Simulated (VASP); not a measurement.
Here is a VASP 6.6.1 calculation.

Contents of INCAR:

```
PREC = Accurate ; ENCUT = 1330
EDIFF = 1E-6 ; ISMEAR = 0
SIGMA = 0.05 ; LREAL = F
LASPH = T ; NELM = 120
ALGO = Normal ; ISIF = 2
LWAVE = F ; LCHARG = F
NBANDS = 21 ; GGA_COMPAT = F
```

Contents of KPOINTS:

```
Automatic mesh
0
Gamma
  8 8 6
```

The input POSCAR:

```
AlGaN2
1.0
    3.0466507372      0.0000000000      0.0000000000
    0.0000000000      3.0466507372      0.0000000000
    0.0000000000      0.0000000000      4.4901955091
Al Ga N
1 1 2
Direct
    0.5000000000      0.5000000000      0.5000000000
    0.0000000000      0.0000000000      0.0000000000
    0.5000000000      0.0000000000      0.7382648100
    0.0000000000      0.5000000000      0.2617351900
```

Potentials or basis: VASP PAW LDA potentials, release 64 (Al, Ga_d, N_h).

Run with:

```console
$ cat potpaw_LDA.64/Al/POTCAR potpaw_LDA.64/Ga_d/POTCAR potpaw_LDA.64/N_h/POTCAR > POTCAR
$ mpirun -np 1 vasp_std > vasp.out
```

(1) What does it give for the largest force?

(2) Estimate the pressure.

Answers

(1) 0.268 eV/Å.

(2) 5.2 GPa.

Caveat: the cell differs from its parent crystal (strain -0.030 along x and y, +0.015 along z); the stress differs along the axes, from 1 to 8 GPa.
